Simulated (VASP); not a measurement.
Input of a VASP 6.6.1 run:

The input INCAR:

```
PREC     = Accurate       # precision mode
ENCUT    = 520            # plane-wave cutoff, eV
EDIFF    = 1E-6           # SCF threshold, eV
ISMEAR   = 0              # smearing method
SIGMA    = 0.15           # smearing width, eV
LREAL    = False          # projectors in reciprocal space
LASPH    = True           # aspherical terms in the spheres
NELM     = 80             # most SCF steps
ALGO     = Fast           # electronic algorithm
ISIF     = 2              # what is computed and relaxed
LWAVE    = False          # write WAVECAR
LCHARG   = False          # write CHGCAR
GGA      = PS             # functional
NBANDS   = 12             # bands
```

KPOINTS

```
Automatic mesh
0
Gamma
  20 20 20
```

Contents of POSCAR:

```
Zr
1.0
    0.0000000000      2.2550000000      2.2550000000
    2.2550000000      0.0000000000      2.2550000000
    2.2550000000      2.2550000000      0.0000000000
Zr
1
Direct
    0.0000000000      0.0000000000      0.0000000000
```

Potentials or basis: VASP PAW PBE potentials, release 64 (Zr_sv).

The run is started by

```bash
$ cat potpaw_PBE.64/Zr_sv/POTCAR > POTCAR
$ mpirun -np 1 vasp_std > vasp.out
```

Predict the pressure.

-2.7 GPa.

Estimate the band gap on the k mesh.

zero (bands 6 and 7 overlap by 1.47 eV).

Caveat: the PAW data sets were made with another functional, which shifts forces and pressure a little.
